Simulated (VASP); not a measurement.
Input of a VASP 6.6.1 run:

File INCAR:

```
PREC = Accurate
ENCUT = 520
EDIFF = 1E-7
ISMEAR = -1
SIGMA = 0.05
LREAL = F
LASPH = T
NELM = 100
ALGO = Normal
ISIF = 2
LWAVE = F
LCHARG = F
GGA = B5
ALDAX = 1.0
AGGAX = 1.0
AGGAC = 1.0
ALDAC = 0.0
NBANDS = 14
```

Contents of KPOINTS:

```
Automatic mesh
0
Gamma
  11 11 6
```

File POSCAR:

```
TiAl
1.0
    2.8672622300      0.0000000000      0.0000000000
   -1.4336311200      2.4831219300      0.0000000000
    0.0000000000      0.0000000000      4.6780830000
Ti Al
1 1
Direct
    0.0000000000      0.0000000000      0.0000000000
    0.3333333333      0.6666666667      0.5000000000
```

Potentials or basis: VASP PAW PBE potentials, release 64 (Ti_sv, Al).

Launch:

```bash
$ cat potpaw_PBE.64/Ti_sv/POTCAR potpaw_PBE.64/Al/POTCAR > POTCAR
$ mpirun -np 1 vasp_std > vasp.out
```

Predict the pressure.

3.3 GPa.

Stress tensor (GPa, compression positive):
```
3.65 0.00 0.00
0.00 3.65 0.00
0.00 0.00 2.47
```

Caveat: the PAW data sets were made with another functional, which shifts forces and pressure a little.
